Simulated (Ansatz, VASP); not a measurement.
Ir4Pt3: VASP beside Ansatz

```xyz
7
Lattice="-3.0785 3.0785 3.0785 3.0785 -3.0785 3.0785 3.0785 3.0785 -3.0785" Properties=species:S:1:pos:R:3 pbc="T T T"
Ir    1.5392    1.5392    1.5392
Ir    1.5392    1.5392   -1.5392
Ir    1.5392   -1.5392    1.5392
Ir   -1.5392    1.5392    1.5392
Pt    3.0785    0.0000    0.0000
Pt    0.0000    3.0785    0.0000
Pt    0.0000    0.0000    3.0785
```

Alike in both runs: functional PBE; k mesh 4 × 4 × 4; occupations gaussian, width 0.2 eV; no spin polarisation.

Ansatz relaxed the structure, and its values are those at the end. VASP's run is a single point on that final structure, the one shown.

|  | VASP | Ansatz |
| --- | --- | --- |
| version | VASP 6.6.1 | Ansatz 0.2.0 |
| potentials or method | VASP PAW PBE potentials, release 64 (Ir, Pt), cutoff 500 eV | scalar-relativistic, plane waves, PAW |
| valence electrons in the cell | 66 | 122 |

VASP gave:

| Quantity | Value |
| --- | --- |
| gap on the k mesh at the Fermi level (eV) | none |
| pressure (GPa) | -0.3 |

Q: What did Ansatz give for the same quantities?

A: gap on the k mesh at the Fermi level (eV): none; pressure (GPa): -0.2.

A gap of «none» marks a metal or a gap that the smearing closes. VASP's potentials hold 66 valence electrons a cell and Ansatz's 122, so a difference there can come from the potentials and not from the codes.

The k mesh is coarse, so the values compare programs but aren't converged. Spin-orbit coupling is off throughout.
